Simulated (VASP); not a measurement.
Input of a VASP 6.6.1 run:

File POSCAR:

```
WC
1.0
    0.0000000000      2.1926800000      2.1926800000
    2.1926800000      0.0000000000      2.1926800000
    2.1926800000      2.1926800000      0.0000000000
W C
1 1
Direct
    0.0000000000      0.0000000000      0.0000000000
    0.5000000000      0.5000000000      0.5000000000
```

File INCAR.step1:

```
SYSTEM = WC
  PREC = Accurate
  ENCUT = 910
  ISMEAR = 0
  SIGMA = 0.05
  LREAL = .False.
  LASPH = .True.
  NELM = 120
  NBANDS = 16
  GGA = PE
  ALGO = Normal
  EDIFF = 1E-5
  LWAVE = .True.
  LCHARG = .False.
  GGA_COMPAT = .False.
```

The input INCAR.step2:

```
SYSTEM = WC
  PREC = Accurate
  ENCUT = 910
  EDIFF = 1E-6
  ISMEAR = 0
  SIGMA = 0.05
  LREAL = .False.
  LASPH = .True.
  NELM = 120
  ALGO = Normal
  ISIF = 2
  LWAVE = .False.
  LCHARG = .True.
  METAGGA = R2SCAN
  LMIXTAU = .True.
  LELF = .True.
  LVHAR = .True.
  NBANDS = 16
  ISTART = 1
  GGA_COMPAT = .False.
```

The input KPOINTS:

```
Automatic mesh
0
Gamma
  13 13 13
  0 0 0
```

Potentials or basis: VASP PAW PBE potentials, release 64 (W_sv, C_h).

Command:

```sh
$ cat potpaw_PBE.64/W_sv/POTCAR potpaw_PBE.64/C_h/POTCAR > POTCAR
$ cp INCAR.step1 INCAR
$ mpirun -np 1 vasp_std > vasp.out
$ cp INCAR.step2 INCAR
$ mpirun -np 1 vasp_std > vasp.out
```

Problem. Predict the pressure.

Solution. -3.9 GPa.

Problem. Estimate the band gap on the k mesh.

Solution. Zero (band 9 reaches 13.74 eV, above the bottom of band 10 at 10.53 eV).

Caveat: the cutoff is under 1.25 times the usual one of these potentials, so pressure, stress and relaxed cells hold a basis-set (Pulay) error; the PAW data sets were made with another functional, which shifts forces and pressure a little; spin-orbit coupling is left out, which moves the levels of the heavy elements.
